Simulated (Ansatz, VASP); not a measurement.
**One calculation of LiF, two programs**

The input INCAR:

```
PREC     = Accurate       # precision mode
ENCUT    = 520            # plane-wave cutoff, eV
EDIFF    = 1E-6           # SCF threshold, eV
ISMEAR   = 0              # smearing method
SIGMA    = 0.05           # smearing width, eV
LREAL    = F              # projectors in reciprocal space
LASPH    = T              # aspherical terms in the spheres
NELM     = 100            # most SCF steps
ALGO     = Normal         # electronic algorithm
ISIF     = 2              # what is computed and relaxed
LWAVE    = F              # write WAVECAR
LCHARG   = F              # write CHGCAR
GGA      = PE             # functional
NBANDS   = 18             # bands
```

Contents of KPOINTS:

```
regular mesh
0
Gamma
  9 9 6
```

Contents of POSCAR:

```
LiF
1.0
    3.0932795901      0.0000000000      0.0000000000
   -1.5466397950      2.6788587060      0.0000000000
    0.0000000000      0.0000000000      5.0058543606
Li F
2 2
Direct
    0.3333333333      0.6666666667      0.4116718394
    0.6666666667      0.3333333333      0.9116718394
    0.3333333333      0.6666666667      0.9939266766
    0.6666666667      0.3333333333      0.4939266766
```

Input for Ansatz:

```yaml
crystal:
  lattice:
    - [3.0932795901, 0.0, 0.0]
    - [-1.546639795, 2.678858706, 0.0]
    - [0.0, 0.0, 5.0058543606]
  atoms:
    - { symbol: Li, position: [0.3333333333, 0.6666666667, 0.4116718394] }
    - { symbol: Li, position: [0.6666666667, 0.3333333333, 0.9116718394] }
    - { symbol: F, position: [0.3333333333, 0.6666666667, 0.9939266766] }
    - { symbol: F, position: [0.6666666667, 0.3333333333, 0.4939266766] }
basis:
  ecutwfc: 520.0
kpoints:
  mp_grid: { grid: [9, 9, 6] }
hamiltonian:
  xc: pbe
scf:
  occupations: { method: gaussian, width: 0.05 }
output:
  forces: true
  stress: true
  eigenvalues: true
```

Alike in both runs: task single point; functional PBE; k mesh 9 × 9 × 6; occupations gaussian, width 0.05 eV; no spin polarisation.

```csv
,VASP,Ansatz
version,VASP 6.6.1,Ansatz 0.2.0
potentials or method,"VASP PAW PBE potentials, release 64 (Li_sv, F), cutoff 520 eV","scalar-relativistic, plane waves, PAW"
valence electrons in the cell,20,20
```

VASP gave:

```
gap on the k mesh at the Fermi level (eV) : 7.47
least direct gap on the mesh (eV)         : 7.47
rms of the force components (eV/Å)        : 0.169
```

**Question.** Which values does Ansatz return?

**Answer.** gap on the k mesh at the Fermi level (eV): 7.49; least direct gap on the mesh (eV): 7.49; rms of the force components (eV/Å): 0.162.

Atom by atom the forces differ by 0.008 eV/Å (rms over components).

Noted on VASP's run: the cutoff is under 1.25 times that of the potentials, so the pressure is a little rough.
